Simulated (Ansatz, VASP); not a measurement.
## InSb in VASP and in Ansatz

```
In Sb
1.0
     0.00000    3.04811    3.65773
     3.04811    0.00000    3.65773
     3.04811    3.04811    0.00000
In Sb
1 1
Cartesian
  0.0000 0.0000 0.0000
  4.5722 4.5722 5.4866
```

Alike in both runs: task single point; functional PBE; k mesh 14 × 14 × 14; occupations gaussian, width 0.15 eV; no spin polarisation.

```csv
,VASP,Ansatz
version,VASP 6.6.1,Ansatz 0.2.0
potentials or method,"VASP PAW PBE potentials, release 64 (In_d, Sb), cutoff 520 eV","scalar-relativistic, plane waves, PAW"
valence electrons in the cell,18,28
```

```csv
,VASP,Ansatz,Ansatz less VASP
gap on the k mesh at the Fermi level (eV),none,none,-
pressure (GPa),2.8,2.8,+0.02
"traceless stress, the component that is largest in VASP (GPa)",-4.13,-4.12,+0.004
```

A gap of «none» marks a metal or a gap that the smearing closes. VASP's potentials hold 18 valence electrons a cell and Ansatz's 28, so a difference there can come from the potentials and not from the codes.

Neither program's run includes spin-orbit coupling.
